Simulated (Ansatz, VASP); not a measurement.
# Two plane-wave programs on C

The input INCAR:

```
SYSTEM = C
AGGAC    = 1.0          
AGGAX    = 1.0          
ALDAC    = 0.0          
ALDAX    = 1.0          
ALGO     = Normal         ! electronic algorithm
EDIFF    = 1E-6           ! SCF threshold, eV
EDIFFG   = -0.01          ! ionic threshold
ENCUT    = 600            ! plane-wave cutoff, eV
GGA      = B5             ! functional
IBRION   = 2              ! ionic algorithm
ISIF     = 3              ! what is computed and relaxed
ISMEAR   = -1             ! smearing method
IVDW     = 12             ! dispersion correction
LASPH    = .TRUE.         ! aspherical terms in the spheres
LCHARG   = .FALSE.        ! write CHGCAR
LREAL    = .FALSE.        ! projectors in reciprocal space
LWAVE    = .FALSE.        ! write WAVECAR
NELM     = 100            ! most SCF steps
NSW      = 80             ! ionic steps
PREC     = Accurate       ! precision mode
SIGMA    = 0.1            ! smearing width, eV
VDW_A1   = 0.4298       
VDW_A2   = 4.2359       
VDW_S6   = 1.0          
VDW_S8   = 2.6996
```

Contents of KPOINTS:

```
k-points
0
G
  15 15 4
  0 0 0
```

POSCAR

```
C
1.0
    2.4561700000      0.0000000000      0.0000000000
   -1.2280850000      2.1271060000      0.0000000000
    0.0000000000      0.0000000000      8.5238030000
C
2
Direct
    0.3333333333      0.6666666667      0.0000000000
    0.6666666667      0.3333333333      0.0000000000
```

Input for Ansatz:

```yaml
crystal:
  lattice:
    - [2.45617, 0.0, 0.0]
    - [-1.228085, 2.127106, 0.0]
    - [0.0, 0.0, 8.523803]
  atoms:
    - { symbol: C, position: [0.3333333333333333, 0.6666666666666666, 0.0] }
    - { symbol: C, position: [0.6666666666666666, 0.3333333333333333, 0.0] }
basis:
  ecutwfc: 517.016338673772
kpoints:
  mp_grid:
    grid: [15, 15, 4]
hamiltonian:
  xc: blyp
  dispersion: d3bj
scf:
  occupations:
    method: fermi_dirac
relax:
  cell: {}
```

Alike in both runs: task relaxation of cell and atoms; functional BLYP; dispersion D3(BJ); k mesh 15 × 15 × 4; no spin polarisation.

|  | VASP | Ansatz |
| --- | --- | --- |
| version | VASP 6.6.1 | Ansatz 0.2.0 |
| potentials or method | VASP PAW PBE potentials, release 64 (C), cutoff 600 eV | plane waves, PAW |
| occupations | fermi-dirac, width 0.1 eV | fermi-dirac |
| valence electrons in the cell | 8 | 8 |

VASP gave:

| Property | Result |
| --- | --- |
| relaxed volume (Å³/atom) | 9.07 |
| relaxed cell length with the largest relative difference (Å) | 3.437 |

Q: Estimate Ansatz's values.

A: Relaxed volume (Å³/atom): 9.08; relaxed cell length with the largest relative difference (Å): 3.439.

VASP's potentials were made for PBE, not for BLYP.

Noted on VASP's run: the volume moved by over 15 % at a fixed basis, so the end points are rough.
